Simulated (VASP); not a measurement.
The system is Nb.

```
CELL_PARAMETERS angstrom
0.00000 2.09500 2.09500
2.09500 0.00000 2.09500
2.09500 2.09500 0.00000
ATOMIC_POSITIONS crystal
Nb 0.00000 0.00000 0.00000
```

This isn't the form of Nb at room conditions, which is bcc.

| Quantity | Value |
| --- | --- |
| Program | VASP 6.6.1 |
| Task | relaxation of cell and atoms |
| Functional | PBE |
| Potentials or basis | VASP PAW PBE potentials, release 64 (Nb_sv) |
| Cutoff | 500 eV |
| k mesh | 9 × 9 × 9 |
| Occupations | fermi-dirac, width 0.05 eV |
| Spin | no spin polarisation |

At the start: pressure 4.3 GPa; volume 18.39 Å³/atom.

Question: Where does the relaxation end?

Answer: Over 3 steps the energy falls by 6.0 meV/atom and the volume is 18.85 Å³/atom (+2.5 %); space group Fm-3m (No. 225, to 0.1 Å) before and after.

Step by step:
```tsv
step	energy change (eV)	largest force (eV/Å)	pressure (GPa)	volume (Å³)
1	0.0000	0.0000	4.28	18.39
2	0.0141	0.0000	-7.06	19.73
3	-0.0060	0.0000	-0.05	18.85
```

Final structure:
```cif
data_structure
_symmetry_space_group_name_H-M 'P 1'
_symmetry_Int_Tables_number 1
_cell_length_a 2.9874
_cell_length_b 2.9874
_cell_length_c 2.9874
_cell_angle_alpha 60.000
_cell_angle_beta 60.000
_cell_angle_gamma 60.000
_cell_volume 18.85
loop_
_atom_site_label
_atom_site_type_symbol
_atom_site_fract_x
_atom_site_fract_y
_atom_site_fract_z
_atom_site_occupancy
Nb1 Nb 0.00000 0.00000 0.00000 1
```
